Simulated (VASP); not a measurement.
# AlN (F-43m) in VASP: single point with LDA

Aim: the single point of AlN with LDA.

All numbers are computed with VASP 6.6.1; they aren't measurements. Logs are shortened: lines on timing, memory, paths and dates and some standing lists are left out, and cuts for length are marked.

## Step 1: The cell of the first run

The structure is cubic, space group F-43m (No. 216). The conventional cell has a = 4.368 Å, b = 4.368 Å, c = 4.368 Å, α = 90.00°, β = 90.00°, γ = 90.00°. Al (site symmetry -43m) has 4 N at 1.89 Å within 2.5 Å. N (site symmetry -43m) has 4 Al at 1.89 Å within 2.5 Å.

## Step 2: Single point, LDA

The input, INCAR:

```
ALGO = Normal
EDIFF = 1E-6
ENCUT = 600
GGA = CA
GGA_COMPAT = F
ISIF = 2
ISMEAR = -1
LASPH = T
LCHARG = F
LREAL = Auto
LWAVE = F
NBANDS = 141
NELM = 120
PREC = Accurate
SIGMA = 0.1
```

The input, KPOINTS:

```
k-points
0
Gamma
  3 3 3
```

The input, POSCAR:

```
AlN
1.0
    0.0000000000      6.5519806788      6.5519806788
    6.5519806788      0.0000000000      6.5519806788
    6.5519806788      6.5519806788      0.0000000000
Al N
27 27
Direct
    0.0000000000      0.0000000000      0.0000000000
    0.0000000000      0.0000000000      0.3333333333
    0.0000000000      0.0000000000      0.6666666667
    0.0000000000      0.3333333333      0.0000000000
    0.0000000000      0.3333333333      0.3333333333
    0.0000000000      0.3333333333      0.6666666667
    0.0000000000      0.6666666667      0.0000000000
    0.0000000000      0.6666666667      0.3333333333
    0.0000000000      0.6666666667      0.6666666667
    0.3333333333      0.0000000000      0.0000000000
    0.3333333333      0.0000000000      0.3333333333
    0.3333333333      0.0000000000      0.6666666667
    0.3333333333      0.3333333333      0.0000000000
    0.3333333333      0.3333333333      0.3333333333
    0.3333333333      0.3333333333      0.6666666667
    0.3333333333      0.6666666667      0.0000000000
    0.3333333333      0.6666666667      0.3333333333
    0.3333333333      0.6666666667      0.6666666667
    0.6666666667      0.0000000000      0.0000000000
    0.6666666667      0.0000000000      0.3333333333
    0.6666666667      0.0000000000      0.6666666667
    0.6666666667      0.3333333333      0.0000000000
    0.6666666667      0.3333333333      0.3333333333
    0.6666666667      0.3333333333      0.6666666667
    0.6666666667      0.6666666667      0.0000000000
    0.6666666667      0.6666666667      0.3333333333
    0.6666666667      0.6666666667      0.6666666667
    0.0833333333      0.0833333333      0.0833333333
    0.0833333333      0.0833333333      0.4166666667
    0.0833333333      0.0833333333      0.7500000000
    0.0833333333      0.4166666667      0.0833333333
    0.0833333333      0.4166666667      0.4166666667
    0.0833333333      0.4166666667      0.7500000000
    0.0833333333      0.7500000000      0.0833333333
    0.0833333333      0.7500000000      0.4166666667
    0.0833333333      0.7500000000      0.7500000000
    0.4166666667      0.0833333333      0.0833333333
    0.4166666667      0.0833333333      0.4166666667
    0.4166666667      0.0833333333      0.7500000000
    0.4166666667      0.4166666667      0.0833333333
    0.4166666667      0.4166666667      0.4166666667
    0.4166666667      0.4166666667      0.7500000000
    0.4166666667      0.7500000000      0.0833333333
    0.4166666667      0.7500000000      0.4166666667
    0.4166666667      0.7500000000      0.7500000000
    0.7500000000      0.0833333333      0.0833333333
    0.7500000000      0.0833333333      0.4166666667
    0.7500000000      0.0833333333      0.7500000000
    0.7500000000      0.4166666667      0.0833333333
    0.7500000000      0.4166666667      0.4166666667
    0.7500000000      0.4166666667      0.7500000000
    0.7500000000      0.7500000000      0.0833333333
    0.7500000000      0.7500000000      0.4166666667
    0.7500000000      0.7500000000      0.7500000000
```

Potentials or basis: VASP PAW LDA potentials, release 64 (Al, N).

The run is started by

```console
> cat potpaw_LDA.64/Al/POTCAR potpaw_LDA.64/N/POTCAR > POTCAR
> mpirun -np 1 vasp_std > vasp.out
```

OUTCAR:

```text
EDIFF = 1E-6
   ENCUT = 600
   GGA = CA
   ISIF = 2
   ISMEAR = -1
   LASPH = T
   LREAL = Auto
   NELM = 120
   PREC = Accurate

 ion  position               nearest neighbor table
   1  0.000  0.000  0.000-  28 1.89  34 1.89  46 1.89  30 1.89   7 3.09   8 3.09  10 3.09  12 3.09
                            16 3.09  19 3.09  20 3.09  22 3.09   2 3.09   3 3.09   4 3.09   6 3.09
   2  0.000  0.000  0.333-  35 1.89  47 1.89  28 1.89  29 1.89  10 3.09  11 3.09  17 3.09  20 3.09
                            23 3.09   1 3.09   4 3.09   5 3.09   8 3.09  21 3.09   9 3.09   3 3.09
   3  0.000  0.000  0.667-  30 1.89  36 1.89  48 1.89  29 1.89  12 3.09  18 3.09  19 3.09  21 3.09
                            24 3.09   1 3.09   6 3.09   7 3.09   9 3.09  11 3.09   5 3.09   2 3.09
   4  0.000  0.333  0.000-  28 1.89  31 1.89  33 1.89  49 1.89  10 3.09  13 3.09  15 3.09  22 3.09
                            23 3.09   1 3.09   2 3.09   5 3.09   6 3.09   9 3.09  25 3.09   7 3.09
   5  0.000  0.333  0.333-  29 1.89  31 1.89  50 1.89  32 1.89  14 3.09  23 3.09   2 3.09   4 3.09
                            11 3.09  13 3.09   3 3.09   7 3.09  24 3.09  26 3.09   6 3.09   8 3.09
   6  0.000  0.333  0.667-  30 1.89  32 1.89  33 1.89  51 1.89  15 3.09  22 3.09  24 3.09   1 3.09
                             3 3.09   4 3.09  12 3.09  14 3.09  27 3.09   8 3.09   9 3.09   5 3.09
   7  0.000  0.667  0.000-  34 1.89  31 1.89  52 1.89  36 1.89  16 3.09  18 3.09  19 3.09  25 3.09
                            26 3.09   1 3.09   3 3.09   8 3.09   9 3.09  13 3.09   5 3.09   4 3.09
   8  0.000  0.667  0.333-  32 1.89  53 1.89  35 1.89  34 1.89  17 3.09  20 3.09  26 3.09   1 3.09
                             2 3.09   7 3.09  16 3.09  14 3.09  27 3.09   5 3.09   9 3.09   6 3.09
   9  0.000  0.667  0.667-  36 1.89  33 1.89  54 1.89  35 1.89  25 3.09  27 3.09   3 3.09   7 3.09
                            18 3.09  21 3.09   4 3.09   2 3.09  15 3.09  17 3.09   6 3.09   8 3.09
  10  0.333  0.000  0.000-  28 1.89  37 1.89  39 1.89  43 1.89  12 3.09  13 3.09  15 3.09  16 3.09
                            17 3.09   1 3.09   2 3.09   4 3.09  11 3.09  21 3.09  25 3.09  19 3.09
  11  0.333  0.000  0.333-  29 1.89  37 1.89  44 1.89  38 1.89  14 3.09  17 3.09   2 3.09   5 3.09
                            10 3.09  13 3.09   3 3.09  18 3.09  19 3.09  26 3.09  20 3.09  12 3.09
[... 63 lines left out ...]
  Lattice vectors:

 A1 = (   0.0000000000,   6.5519806788,   6.5519806788)
 A2 = (   6.5519806788,   0.0000000000,   6.5519806788)
 A3 = (   6.5519806788,   6.5519806788,   0.0000000000)

Analysis of symmetry for initial positions (statically):
=====================================================================
 Subroutine PRICEL returns following result:

  LATTYP: Found a face centered cubic cell.
 ALAT       =     4.3679871188

  Lattice vectors:

 A1 = (   0.0000000000,   2.1839935594,   2.1839935594)
 A2 = (   2.1839935594,   0.0000000000,   2.1839935594)
 A3 = (   2.1839935594,   2.1839935594,   0.0000000000)

  27 primitive cells build up your supercell.

 Routine SETGRP: Setting up the symmetry group for a
 face centered cubic supercell.

 Subroutine GETGRP returns: Found 24 space group operations
 (whereof 24 operations were pure point group operations)
 out of a pool of 48 trial point group operations.

The static configuration has the point symmetry T_d .

Analysis of symmetry for dynamics (positions and initial velocities):
=====================================================================
 Subroutine PRICEL returns following result:

  LATTYP: Found a face centered cubic cell.
 ALAT       =     4.3679871188

  Lattice vectors:

 A1 = (   0.0000000000,   2.1839935594,   2.1839935594)
 A2 = (   2.1839935594,   0.0000000000,   2.1839935594)
 A3 = (   2.1839935594,   2.1839935594,   0.0000000000)

  27 primitive cells build up your supercell.

 Routine SETGRP: Setting up the symmetry group for a
 face centered cubic supercell.

 Subroutine GETGRP returns: Found 24 space group operations
 (whereof 24 operations were pure point group operations)
 out of a pool of 48 trial point group operations.

The dynamic configuration has the point symmetry T_d .

 Subroutine INISYM returns: Found 24 space group operations
 (whereof 24 operations are pure point group operations),
 and found    27 'primitive' translations

----------------------------------------------------------------------------------------

                                     Primitive cell

  volume of cell :      20.8345

  direct lattice vectors                    reciprocal lattice vectors
     0.000000000  2.183993559  2.183993559    -0.228938404  0.228938404  0.228938404
     2.183993559  0.000000000  2.183993559     0.228938404 -0.228938404  0.228938404
     2.183993559  2.183993559  0.000000000     0.228938404  0.228938404 -0.228938404

  length of vectors
     3.088633312  3.088633312  3.088633312     0.396532948  0.396532948  0.396532948

  position of ions in fractional coordinates (direct lattice)
     0.000000000  0.000000000  0.000000000
     0.250000000  0.250000000  0.250000000

  ion indices of the primitive-cell ions
   primitive index   ion index
                 1           1
                 2          28

----------------------------------------------------------------------------------------

 KPOINTS: k-points

Automatic generation of k-mesh.
 Grid dimensions read from file:
 generate k-points for:    3    3    3

 Generating k-lattice:

  Cartesian coordinates                     Fractional coordinates (reciprocal lattice)
    -0.025437600  0.025437600  0.025437600     0.333333333  0.000000000  0.000000000
     0.025437600 -0.025437600  0.025437600     0.000000000  0.333333333  0.000000000
     0.025437600  0.025437600 -0.025437600     0.000000000  0.000000000  0.333333333

  Length of vectors
     0.044059216  0.044059216  0.044059216

  Shift w.r.t. Gamma in fractional coordinates (k-lattice)
     0.000000000  0.000000000  0.000000000

 Subroutine IBZKPT returns following result:
 ===========================================

 Found      4 irreducible k-points:

 Following reciprocal coordinates:
            Coordinates               Weight
  0.000000  0.000000  0.000000      1.000000
  0.333333  0.000000  0.000000      8.000000
  0.333333  0.333333  0.000000      6.000000
 -0.333333  0.333333  0.000000     12.000000
   k-points           NKPTS =      4   k-points in BZ     NKDIM =      4   number of bands    NBANDS=    141
   number of dos      NEDOS =    301   number of ions     NIONS =     54
   total plane-waves  NPLWV = 512000
   dimension x,y,z NGX =    80 NGY =   80 NGZ =   80
   dimension x,y,z NGXF=   160 NGYF=  160 NGZF=  160
   ions per type =              27  27
   NGX,Y,Z   is equivalent  to a cutoff of  14.35, 14.35, 14.35 a.u.
   NGXF,Y,Z  is equivalent  to a cutoff of  28.71, 28.71, 28.71 a.u.
 SYSTEM =  unknown system
   PREC   = accura    normal or accurate (medium, high low for compatibility)
   ISTART =      0    job   : 0-new  1-cont  2-samecut
   ICHARG =      2    charge: 1-file 2-atom 10-const
   ISPIN  =      1    spin polarized calculation?
   LNONCOLLINEAR =      F non collinear calculations
   LSORBIT =      F    spin-orbit coupling
   LASPH  =      T    aspherical Exc in radial PAW
   ENCUT  =  600.0 eV  44.10 Ry    6.64 a.u.  18.51 18.51 18.51*2*pi/ulx,y,z
   NELM   =    120;   NELMIN=  2; NELMDL= -5     # of ELM steps
   EDIFF  = 0.1E-05   stopping-criterion for ELM
   LREAL  =      T    real-space projection
   EDIFFG = 0.1E-04   stopping-criterion for IOM
   NSW    =      0    number of steps for IOM
[... 5 lines left out ...]
   TEBEG  =    0.0;   TEEND  =   0.0 temperature during run
   PSTRESS=    0.0 pullay stress
   NELECT =     216.0000    total number of electrons
   NUPDOWN=      -1.0000    fix difference up-down
   EMIN   =  10.00;   EMAX   =-10.00  energy-range for DOS
   EFERMI =   0.00;   METHOD = LEGACY
   ISMEAR =    -1;   SIGMA  =   0.10  broadening in eV -4-tet -1-fermi 0-gaus
   EFERMI_NEDOS =   21; number of points for ismear=-14 and -15
   IALGO  =     38    algorithm
   IMIX   =      4    mixing-type and parameters
     AMIX     =   0.40;   BMIX     =  1.00
     AMIX_MAG =   1.60;   BMIX_MAG =  1.00
  volume/ion in A,a.u.               =      10.42        70.30
  Fermi-wavevector in a.u.,A,eV,Ry     =   1.189899  2.248583 19.263943  1.415860
  Thomas-Fermi vector in A             =   2.325996
   LORBIT       =      0    0 simple, 1 ext, 2 COOP (PROOUT), +10 PAW based schemes
   GGA     = CA    functional components
   LHFCALC =     F    Hartree Fock is set to
   AEXX    =    0.0000 exact exchange contribution
   IVDW    =     0    specifies the selected vdW correction
   LEPSILON=     F    determine dielectric tensor
   LRPA    =     F    only Hartree local field effects (RPA)
 non-spin polarized calculation
  energy-cutoff  :      600.00
  volume of cell :      562.53
 maximum number of plane-waves:     18883
 NGX is ok and might be reduce to    80
   NGX = 37   NGY = 37   NGZ = 37

 number of electron     216.0000000 magnetization

 Free energy of the ion-electron system (eV)
  ---------------------------------------------------
  ext. energy  EPLUGINS =         0.00000000
  ---------------------------------------------------
  free energy    TOTEN  =      -442.08775104 eV

  energy without entropy =     -442.08775088  energy(sigma->0) =     -442.08775096

 E-fermi :   7.4893     XC(G=0): -11.2662

 val. band max:        5.7077609331   @ k =   0.0000   0.0000   0.0000
 cond. band min:       9.1150687559   @ k =   0.3333   0.3333   0.0000
 fundamental gap:      3.4073078228
 Fermi energy:         7.4893324349

 k-point     1 :       0.0000    0.0000    0.0000
  band No.  band energies     occupation
      1      -9.1157      2.00000
      2      -7.6921      2.00000
      3      -7.6921      2.00000
      4      -7.6921      2.00000
      5      -7.6921      2.00000
      6      -7.6921      2.00000
[... 481 lines left out ...]
    119      11.7428      0.00000
    120      11.7428      0.00000
 [bands above 120 left out]

------------------------ aborting loop because EDIFF is reached ----------------------------------------

  FORCE on cell =-STRESS in cart. coord.  units (eV):
  Direction    XX          YY          ZZ          XY          YZ          ZX
  --------------------------------------------------------------------------------------
  -------------------------------------------------------------------------------------
  Total      -10.9207668    -10.9207668    -10.9207668      0.0000000      0.0000000     -0.0000000
  in kB      -31.1039752    -31.1039752    -31.1039752      0.0000000      0.0000000     -0.0000000
  external PRESSURE =     -31.1039752 kB  Pullay stress =       0.0000000 kB

 VOLUME and BASIS-vectors are now :
 -----------------------------------------------------------------------------
  energy-cutoff  :      600.00
  volume of cell :      562.53
      direct lattice vectors                 reciprocal lattice vectors
     0.000000000  6.551980679  6.551980679    -0.076312801  0.076312801  0.076312801
     6.551980679  0.000000000  6.551980679     0.076312801 -0.076312801  0.076312801
     6.551980679  6.551980679  0.000000000     0.076312801  0.076312801 -0.076312801

 POSITION                                       TOTAL-FORCE (eV/Angst)
 -----------------------------------------------------------------------------------
      0.00000      0.00000      0.00000        -0.000000     -0.000000     -0.000000
      2.18399      2.18399      0.00000        -0.000000     -0.000000      0.000000
      4.36799      4.36799      0.00000        -0.000000      0.000000      0.000000
      2.18399      0.00000      2.18399        -0.000000     -0.000000     -0.000000
      4.36799      2.18399      2.18399        -0.000000     -0.000000     -0.000000
      6.55198      4.36799      2.18399        -0.000000     -0.000000     -0.000000
[... 46 lines left out ...]
      7.64398      7.64398      9.82797         0.000000      0.000000      0.000000
      9.82797      9.82797      9.82797         0.000000      0.000000      0.000000
 -----------------------------------------------------------------------------------
    total drift:                                0.000000      0.000000      0.000000

  FREE ENERGIE OF THE ION-ELECTRON SYSTEM (eV)
  ---------------------------------------------------
  free  energy   TOTEN  =      -442.0877510377 eV

  energy  without entropy=     -442.0877508830  energy(sigma->0) =     -442.08775096
```

Run time: 22 min. Hardware: 1 thread of Intel Xeon 8259CL, shared host; peak memory 0.83 GiB.

Results:

```yaml
Free_energy: -442.0878 eV
Pressure: -3.1 GPa
Band_gap_on_the_k_mesh: 3.41 eV
```

Caveat: the cell stands under tension; an odd mesh through Γ misses points on the zone boundary, where band edges can lie.
